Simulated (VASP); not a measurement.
Crystal: ZrO2.

```
CELL_PARAMETERS angstrom
0.00000 2.54507 2.54507
2.54507 0.00000 2.54507
2.54507 2.54507 0.00000
ATOMIC_POSITIONS crystal
Zr 0.00000 0.00000 0.00000
O 0.25000 0.25000 0.25000
O 0.75000 0.75000 0.75000
```

| Quantity | Value |
| --- | --- |
| Program | VASP 6.6.1 |
| Task | relaxation of cell and atoms |
| Functional | LDA |
| Potentials or basis | VASP PAW LDA potentials, release 64 (Zr_sv, O) |
| Cutoff | 600 eV |
| k mesh | 6 × 6 × 6 |
| Occupations | gaussian, width 0.1 eV |
| Spin | no spin polarisation |

At the start: pressure -9.0 GPa; volume 10.99 Å³/atom.

Task: Where does the relaxation end?

Result: Over 3 steps the energy falls by 11.2 meV/atom and the volume is 10.61 Å³/atom (-3.5 %); space group Fm-3m (No. 225, to 0.1 Å) before and after.

The path:
```csv
step,energy change (eV),largest force (eV/Å),pressure (GPa),volume (Å³)
1,0.0000,0.0000,-8.99,32.97
2,0.0503,0.0000,16.62,30.12
3,-0.0335,0.0000,-0.16,31.83
```

Final structure:
```xyz
3
Lattice="0.0000 2.5153 2.5153 2.5153 0.0000 2.5153 2.5153 2.5153 0.0000" Properties=species:S:1:pos:R:3 pbc="T T T"
Zr    0.0000    0.0000    0.0000
O     1.2577    1.2577    1.2577
O     3.7730    3.7730    3.7730
```
